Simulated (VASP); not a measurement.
# Sn (Fd-3m) in VASP: a series of runs

The runs below take Sn through relaxation of cell and atoms, with r2SCAN.

All numbers are computed with VASP 6.6.1; they aren't measurements. Logs are shortened: lines on timing, memory, paths and dates and some standing lists are left out, and cuts for length are marked.

### 1 The cell of the first run

It takes space group Fd-3m (No. 227, cubic). The conventional cell has a = 6.467 Å, b = 6.467 Å, c = 6.467 Å, α = 90.00°, β = 90.00°, γ = 90.00°. Within 3.7 Å of Sn (site symmetry -43m) lie 4 Sn at 2.80 Å.

This isn't the form of Sn at room conditions, which is tetragonal (white tin).

### 2 Relaxation of cell and atoms, r2SCAN

The input, POSCAR:

```
Sn
1.0
    0.0000000000      3.2333428000      3.2333428000
    3.2333428000      0.0000000000      3.2333428000
    3.2333428000      3.2333428000      0.0000000000
Sn
2
Direct
    0.5000000000      0.5000000000      0.5000000000
    0.7500000000      0.7500000000      0.7500000000
```

The input, INCAR.step1:

```
PREC = Accurate ; ENCUT = 600
ISMEAR = -1 ; SIGMA = 0.1
LREAL = False ; LASPH = True
NELM = 100 ; GGA = PE
ALGO = Normal ; EDIFF = 1E-4
LWAVE = True ; LCHARG = False
```

The input, INCAR.step2:

```
PREC = Accurate ; ENCUT = 600
EDIFF = 1E-6 ; ISMEAR = -1
SIGMA = 0.1 ; LREAL = False
LASPH = True ; NELM = 100
ALGO = Normal ; ISIF = 3
LWAVE = False ; LCHARG = False
METAGGA = R2SCAN ; LMIXTAU = True
IBRION = 2 ; NSW = 100
EDIFFG = -0.002 ; ISTART = 1
```

The input, KPOINTS:

```
Automatic mesh
0
Gamma
  14 14 14
```

Potentials or basis: VASP PAW PBE potentials, release 64 (Sn_d).

Command:

```console
cat potpaw_PBE.64/Sn_d/POTCAR > POTCAR
cp INCAR.step1 INCAR
mpirun -np 1 vasp_std > vasp.out
cp INCAR.step2 INCAR
mpirun -np 1 vasp_std > vasp.out
```

OUTCAR:

```text
PREC = Accurate
   ENCUT = 600
   EDIFF = 1E-6
   ISMEAR = -1
   LREAL = False
   LASPH = True
   NELM = 100
   ISIF = 3
   METAGGA = R2SCAN
   IBRION = 2
   NSW = 100
   EDIFFG = -0.002
   ISTART = 1

 ion  position               nearest neighbor table
   1  0.500  0.500  0.500-   2 2.80   2 2.80   2 2.80   2 2.80
   2  0.750  0.750  0.750-   1 2.80   1 2.80   1 2.80   1 2.80

  LATTYP: Found a face centered cubic cell.
 ALAT       =     6.4666856000

  Lattice vectors:

 A1 = (   0.0000000000,   3.2333428000,   3.2333428000)
 A2 = (   3.2333428000,   0.0000000000,   3.2333428000)
 A3 = (   3.2333428000,   3.2333428000,   0.0000000000)

Analysis of symmetry for initial positions (statically):
=====================================================================
 Subroutine PRICEL returns:
 Original cell was already a primitive cell.

 Routine SETGRP: Setting up the symmetry group for a
 face centered cubic supercell.

 Subroutine GETGRP returns: Found 48 space group operations
 (whereof 24 operations were pure point group operations)
 out of a pool of 48 trial point group operations.

The static configuration has the point symmetry T_d .
 The point group associated with its full space group is O_h .

Analysis of symmetry for dynamics (positions and initial velocities):
=====================================================================
 Subroutine PRICEL returns:
 Original cell was already a primitive cell.

 Routine SETGRP: Setting up the symmetry group for a
 face centered cubic supercell.

 Subroutine GETGRP returns: Found 48 space group operations
 (whereof 24 operations were pure point group operations)
 out of a pool of 48 trial point group operations.

The dynamic configuration has the point symmetry T_d .
 The point group associated with its full space group is O_h .

 Subroutine INISYM returns: Found 48 space group operations
 (whereof 24 operations are pure point group operations),
 and found     1 'primitive' translations

----------------------------------------------------------------------------------------

                                     Primitive cell

  volume of cell :      67.6060

  direct lattice vectors                    reciprocal lattice vectors
     0.000000000  3.233342800  3.233342800    -0.154638723  0.154638723  0.154638723
     3.233342800  0.000000000  3.233342800     0.154638723 -0.154638723  0.154638723
     3.233342800  3.233342800  0.000000000     0.154638723  0.154638723 -0.154638723

  length of vectors
     4.572637240  4.572637240  4.572637240     0.267842124  0.267842124  0.267842124

[... 87 lines left out ...]
   ISYM   =      2    0-nonsym 1-usesym 2-fastsym
   POTIM  = 0.5000    time-step for ionic-motion
   TEBEG  =    0.0;   TEEND  =   0.0 temperature during run
   PSTRESS=    0.0 pullay stress
   NELECT =      28.0000    total number of electrons
   NUPDOWN=      -1.0000    fix difference up-down
   EMIN   =  10.00;   EMAX   =-10.00  energy-range for DOS
   EFERMI =   0.00;   METHOD = LEGACY
   ISMEAR =    -1;   SIGMA  =   0.10  broadening in eV -4-tet -1-fermi 0-gaus
   EFERMI_NEDOS =   21; number of points for ismear=-14 and -15
   IALGO  =     38    algorithm
   IMIX   =      4    mixing-type and parameters
     AMIX     =   0.40;   BMIX     =  1.00
     AMIX_MAG =   1.60;   BMIX_MAG =  1.00
  volume/ion in A,a.u.               =      33.80       228.11
  Fermi-wavevector in a.u.,A,eV,Ry     =   1.220298  2.306028 20.260793  1.489126
  Thomas-Fermi vector in A             =   2.355520
   LORBIT       =      0    0 simple, 1 ext, 2 COOP (PROOUT), +10 PAW based schemes
   METAGGA = R2SCAN    functional components
   LHFCALC =     F    Hartree Fock is set to
   AEXX    =    0.0000 exact exchange contribution
   IVDW    =     0    specifies the selected vdW correction
   LEPSILON=     F    determine dielectric tensor
   LRPA    =     F    only Hartree local field effects (RPA)
 conjugate gradient relaxation of ions
 non-spin polarized calculation
  energy-cutoff  :      600.00
  volume of cell :       67.61
 maximum number of plane-waves:      2281
 NGX is ok and might be reduce to    40
   NGX = 19   NGY = 19   NGZ = 19

--------------------------------------- Ionic step        1  -------------------------------------------

 number of electron      28.0000005 magnetization

 Free energy of the ion-electron system (eV)
  ---------------------------------------------------
  ext. energy  EPLUGINS =         0.00000000
  ---------------------------------------------------
  free energy    TOTEN  =       -49.47739554 eV

  energy without entropy =      -49.47509144  energy(sigma->0) =      -49.47624349

------------------------ aborting loop because EDIFF is reached ----------------------------------------

  FORCE on cell =-STRESS in cart. coord.  units (eV):
  Direction    XX          YY          ZZ          XY          YZ          ZX
  --------------------------------------------------------------------------------------
  -------------------------------------------------------------------------------------
  Total        0.9462261      0.9462261      0.9462261      0.0000000      0.0000000     -0.0000000
  in kB       22.4243713     22.4243713     22.4243713      0.0000000      0.0000000     -0.0000000
  external PRESSURE =      22.4243713 kB  Pullay stress =       0.0000000 kB
[... 23 lines left out ...]
--------------------------------------- Ionic step        2  -------------------------------------------

 number of electron      27.9999996 magnetization

 E-fermi :   5.0125     XC(G=0):  -9.3250

 val. band max:        5.0045985251   @ k =   0.5000   0.0000   0.0000
 cond. band min:       5.0362417435   @ k =   0.4286   0.0000   0.0000
 fundamental gap:      0.0316432184
 Fermi energy:         5.0124601222

 k-point     1 :       0.0000    0.0000    0.0000
  band No.  band energies     occupation
      1     -17.3123      2.00000
      2     -17.3123      2.00000
      3     -17.3123      2.00000
      4     -17.2533      2.00000
      5     -17.2533      2.00000
      6     -16.9751      2.00000
[... 530 lines left out ...]
--------------------------------------- Ionic step        3  -------------------------------------------

 number of electron      27.9999999 magnetization

 Free energy of the ion-electron system (eV)
  ---------------------------------------------------
  ext. energy  EPLUGINS =         0.00000000
  ---------------------------------------------------
  free energy    TOTEN  =       -49.49872672 eV

  energy without entropy =      -49.49557620  energy(sigma->0) =      -49.49715146

 E-fermi :   5.2485     XC(G=0):  -9.4254

 val. band max:        5.2096934057   @ k =   0.0000   0.0000   0.0000
 cond. band min:       5.2688194754   @ k =   0.5000   0.0000   0.0000
 fundamental gap:      0.0591260698
 Fermi energy:         5.2485102240

 k-point     1 :       0.0000    0.0000    0.0000
  band No.  band energies     occupation
      1     -17.1307      2.00000
      2     -17.1306      2.00000
      3     -17.1306      2.00000
      4     -17.0688      2.00000
      5     -17.0688      2.00000
      6     -16.7740      2.00000
[... 524 lines left out ...]
  FREE ENERGIE OF THE ION-ELECTRON SYSTEM (eV)
  ---------------------------------------------------
  free  energy   TOTEN  =       -49.4987267202 eV

  energy  without entropy=      -49.4955762021  energy(sigma->0) =      -49.49715146

 reached required accuracy - stopping structural energy minimisation
```

OUTCAR.step1:

```text
PREC = Accurate
   ENCUT = 600
   ISMEAR = -1
   LREAL = False
   LASPH = True
[... 727 lines left out ...]
      3.23334      3.23334      3.23334        -0.000000      0.000000     -0.000000
      4.85001      4.85001      4.85001         0.000000     -0.000000      0.000000
 -----------------------------------------------------------------------------------
    total drift:                               -0.000000     -0.000000      0.000000

  FREE ENERGIE OF THE ION-ELECTRON SYSTEM (eV)
  ---------------------------------------------------
  free  energy   TOTEN  =        -7.6295723933 eV

  energy  without entropy=       -7.6255074170  energy(sigma->0) =       -7.62753991
```

Wall time 27 min (1 thread of Oxide Virtual Turin-like, shared host); peak memory 0.32 GiB.

Results:

* Free energy: -49.4987 eV
* Relaxed volume: 35.40 Å³/atom
* Relaxed cell: a = 4.644 Å, b = 4.644 Å, c = 4.644 Å, α = 60.00°, β = 60.00°, γ = 60.00°
* Space group after relaxing (to 0.1 Å): Fd-3m (No. 227)
* Energy gained by relaxing: 10.7 meV/atom
* Ionic steps: 3
* Pressure after relaxing: 0.0 GPa
* Band gap on the k mesh: zero (filled and empty bands touch)

The path:
```csv
step,energy change (eV),largest force (eV/Å),pressure (GPa),volume (Å³)
1,0.0000,0.0000,2.24,67.61
2,-0.0170,0.0000,-0.87,72.34
3,-0.0213,0.0000,0.00,70.80
```

Final structure:
```
Sn
1.0
     0.00000    3.28347    3.28347
     3.28347    0.00000    3.28347
     3.28347    3.28347    0.00000
Sn
2
Direct
  0.50000 0.50000 0.50000
  0.75000 0.75000 0.75000
```

Caveat: the PAW data sets were made with another functional, which shifts forces and pressure a little; spin-orbit coupling is left out, which moves the levels of the heavy elements.

### 3 Relaxation of cell and atoms, r2SCAN, target pressure 2 GPa, at which the enthalpy is minimised

This run uses another cell than the first one, of 35.41 Å³/atom.

The input, POSCAR:

```
Sn
1.0
    0.0000000000      3.2837945612      3.2837945612
    3.2837945612      0.0000000000      3.2837945612
    3.2837945612      3.2837945612      0.0000000000
Sn
2
Direct
    0.5000000000      0.5000000000      0.5000000000
    0.7500000000      0.7500000000      0.7500000000
```

The input, INCAR.step1:

```
SYSTEM = Sn
ALGO = Normal ; EDIFF = 1E-4
ENCUT = 600 ; GGA = PE
ISMEAR = -1 ; LASPH = .True.
LCHARG = .False. ; LREAL = .False.
LWAVE = .True. ; NELM = 80
PREC = Accurate ; SIGMA = 0.1
```

The input, INCAR.step2:

```
SYSTEM = Sn
ALGO = Normal ; EDIFF = 1E-6
EDIFFG = -0.002 ; ENCUT = 600
IBRION = 2 ; ISIF = 3
ISMEAR = -1 ; ISTART = 1
LASPH = .True. ; LCHARG = .False.
LMIXTAU = .True. ; LREAL = .False.
LWAVE = .False. ; METAGGA = R2SCAN
NELM = 80 ; NSW = 100
PREC = Accurate ; PSTRESS = 20.0
SIGMA = 0.1
```

The input, KPOINTS:

```
k-points
0
Gamma
  14 14 14
  0 0 0
```

Potentials or basis: VASP PAW PBE potentials, release 64 (Sn_d).

Command:

```console
cat potpaw_PBE.64/Sn_d/POTCAR > POTCAR
cp INCAR.step1 INCAR
mpirun -np 1 vasp_std > vasp.out
cp INCAR.step2 INCAR
mpirun -np 1 vasp_std > vasp.out
```

OUTCAR:

```text
SYSTEM = Sn
   EDIFF = 1E-6
   EDIFFG = -0.002
   ENCUT = 600
   IBRION = 2
   ISIF = 3
   ISMEAR = -1
   ISTART = 1
   LASPH = .True.
   LREAL = .False.
   METAGGA = R2SCAN
   NELM = 80
   NSW = 100
   PREC = Accurate
   PSTRESS = 20.0

 ion  position               nearest neighbor table
   1  0.500  0.500  0.500-   2 2.84   2 2.84   2 2.84   2 2.84
   2  0.750  0.750  0.750-   1 2.84   1 2.84   1 2.84   1 2.84

  LATTYP: Found a face centered cubic cell.
 ALAT       =     6.5675891224

  Lattice vectors:

 A1 = (   0.0000000000,   3.2837945612,   3.2837945612)
 A2 = (   3.2837945612,   0.0000000000,   3.2837945612)
 A3 = (   3.2837945612,   3.2837945612,   0.0000000000)

Analysis of symmetry for initial positions (statically):
=====================================================================
 Subroutine PRICEL returns:
[... 250 lines left out ...]
 number of electron      28.0000005 magnetization

 Free energy of the ion-electron system (eV)
  ---------------------------------------------------
  ext. energy  EPLUGINS =         0.00000000
  ---------------------------------------------------
  free energy    TOTEN  =       -49.48218953 eV

  energy without entropy =      -49.47980631  energy(sigma->0) =      -49.48099792

 E-fermi :   5.7205     XC(G=0):  -9.6209

 val. band max:        5.6473084259   @ k =   0.0000   0.0000   0.0000
 cond. band min:       5.7967358873   @ k =   0.5000   0.0000   0.0000
 fundamental gap:      0.1494274614
 Fermi energy:         5.7204553541

 k-point     1 :       0.0000    0.0000    0.0000
  band No.  band energies     occupation
      1     -16.7752      2.00000
      2     -16.7752      2.00000
      3     -16.7752      2.00000
      4     -16.7075      2.00000
      5     -16.7075      2.00000
      6     -16.3785      2.00000
[... 481 lines left out ...]
      5     -16.6297      2.00000
      6     -16.4798      2.00000
[... 10 lines left out ...]
     17       9.9127      0.00000
     18      10.0061      0.00000

 [... further k-points ...]
[... 5 lines left out ...]
  --------------------------------------------------------------------------------------
  -------------------------------------------------------------------------------------
  Total        0.8455441      0.8455441      0.8455441      0.0000000      0.0000000     -0.0000000
  in kB       19.9434006     19.9434006     19.9434006      0.0000000      0.0000000     -0.0000000
  external PRESSURE =      -0.0565994 kB  Pullay stress =      20.0000000 kB
[... 21 lines left out ...]
  energy  without entropy=      -49.4798063091  energy(sigma->0) =      -49.48099792

  enthalpy is  TOTEN    =       -48.6342457836 eV   P V=        0.8479437445

 reached required accuracy - stopping structural energy minimisation
```

OSZICAR.step1:

```text
N       E                     dE             d eps       ncg     rms          rms(c)
DAV:   1     0.216426944753E+03    0.21643E+03   -0.16481E+04  3748   0.243E+03
DAV:   2     0.129648463904E+02   -0.20346E+03   -0.20109E+03  3744   0.462E+02
DAV:   3    -0.707030632103E+01   -0.20035E+02   -0.19873E+02  4204   0.151E+02
DAV:   4    -0.771429509700E+01   -0.64399E+00   -0.64273E+00  4224   0.294E+01
DAV:   5    -0.773464085360E+01   -0.20346E-01   -0.20344E-01  4874   0.511E+00    0.306E+00
DAV:   6    -0.769769937814E+01    0.36941E-01   -0.30446E-02  4532   0.237E+00    0.179E+00
DAV:   7    -0.768039185827E+01    0.17308E-01   -0.46423E-02  4022   0.249E+00    0.160E-01
DAV:   8    -0.768208367586E+01   -0.16918E-02   -0.51421E-03  4030   0.924E-01    0.492E-02
DAV:   9    -0.768247679085E+01   -0.39311E-03   -0.53993E-04  3086   0.163E-01    0.136E-02
DAV:  10    -0.768249598660E+01   -0.19196E-04   -0.46877E-05  3048   0.657E-02
   1 F= -.76824960E+01 E0= -.76799674E+01  d E =-.505718E-02
```

It took 36 min on 1 thread of Oxide Virtual Turin-like, shared host; peak memory 0.31 GiB.

What came out:

- Free energy: -49.4822 eV
- Relaxed volume: 33.96 Å³/atom
- Relaxed cell: a = 4.580 Å, b = 4.580 Å, c = 4.580 Å, α = 60.00°, β = 60.00°, γ = 60.00°
- Space group after relaxing (to 0.1 Å): Fd-3m (No. 227)
- Energy change on relaxing (the run minimises the enthalpy): +8.7 meV/atom
- Ionic steps: 3
- Pressure after relaxing: 2.0 GPa
- Band gap on the k mesh: zero (filled and empty bands touch)

The path:
```
step  energy change (eV)  largest force (eV/Å)  pressure (GPa)  volume (Å³)
   1              0.0000                0.0000           -0.01        70.82
   2              0.0429                0.0000            3.28        66.37
   3              0.0173                0.0000            1.99        67.93
```

Final structure:
```
CELL_PARAMETERS angstrom
0.00000 3.23847 3.23847
3.23847 0.00000 3.23847
3.23847 3.23847 0.00000
ATOMIC_POSITIONS crystal
Sn 0.50000 0.50000 0.50000
Sn 0.75000 0.75000 0.75000
```

Levels at points of the mesh, in eV from the Fermi level:
```csv
k point,band 12,band 13,band 14,band 15,band 16,band 17
"(0.00, 0.00, 0.00)",-0.39,-0.07,-0.07,-0.07,2.14,2.14
"(0.50, 0.00, 0.00)",-6.70,-1.36,-1.36,0.08,3.29,3.29
"(0.50, 0.50, 0.00)",-7.96,-2.78,-2.78,0.83,0.83,8.12
```

Caveat: the cell is relaxed towards a set pressure, so the run minimises the enthalpy, not the energy; the PAW data sets were made with another functional, which shifts forces and pressure a little; spin-orbit coupling is left out, which moves the levels of the heavy elements.
